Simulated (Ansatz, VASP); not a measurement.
## Two plane-wave programs on Sc

File INCAR:

```
SYSTEM = Sc
PREC     = Accurate       ! precision mode
ENCUT    = 520            ! plane-wave cutoff, eV
EDIFF    = 1E-7           ! SCF threshold, eV
ISMEAR   = 0              ! smearing method
SIGMA    = 0.15           ! smearing width, eV
LREAL    = .FALSE.        ! projectors in reciprocal space
LASPH    = .TRUE.         ! aspherical terms in the spheres
NELM     = 60             ! most SCF steps
ALGO     = Fast           ! electronic algorithm
ISIF     = 2              ! what is computed and relaxed
LWAVE    = .FALSE.        ! write WAVECAR
LCHARG   = .FALSE.        ! write CHGCAR
GGA      = PS             ! functional
NBANDS   = 18             ! bands
```

File KPOINTS:

```
Automatic mesh
0
G
  18 18 10
  0 0 0
```

File POSCAR:

```
Sc
1.0
    3.3087978973      0.0000000000      0.0000000000
   -1.6543989486      2.8655030350      0.0000000000
    0.0000000000      0.0000000000      5.2416600000
Sc
2
Direct
    0.3333333333      0.6666666667      0.2500000000
    0.6666666667      0.3333333333      0.7500000000
```

Input for Ansatz:

```yaml
crystal:
  lattice:
    - [3.3087978973, 0.0, 0.0]
    - [-1.6543989486, 2.865503035, 0.0]
    - [0.0, 0.0, 5.24166]
  atoms:
    - { symbol: Sc, position: [0.3333333333, 0.6666666667, 0.25] }
    - { symbol: Sc, position: [0.6666666667, 0.3333333333, 0.75] }
basis:
  ecutwfc: 420
kpoints:
  mp_grid: { grid: [18, 18, 10] }
hamiltonian:
  xc: pbesol
scf:
  occupations: { method: gaussian, width: 0.15 }
output:
  forces: true
  stress: true
  eigenvalues: true
```

Change from the starting cell: strain -0.0050 x Voigt [0, 0, 1, 0, 0, 0], atoms carried along.

Alike in both runs: task single point; functional PBEsol; k mesh 18 × 18 × 10; occupations gaussian, width 0.15 eV; no spin polarisation.

|  | VASP | Ansatz |
| --- | --- | --- |
| version | VASP 6.6.1 | Ansatz 0.2.0 |
| potentials or method | VASP PAW PBE potentials, release 64 (Sc_sv), cutoff 520 eV | scalar-relativistic, plane waves, PAW |
| valence electrons in the cell | 22 | 22 |

|  | VASP | Ansatz | Ansatz less VASP |
| --- | --- | --- | --- |
| gap on the k mesh at the Fermi level (eV) | none | none | - |
| pressure (GPa) | -2.5 | -2.5 | -0.01 |
| traceless stress, the component that is largest in VASP (GPa) | -0.86 | -0.86 | -0.001 |

VASP's potentials were made for PBE, not for PBEsol. A gap of «none» marks a metal or a gap that the smearing closes. The functional is the same, so the differences come from potentials, cutoffs and numerics.
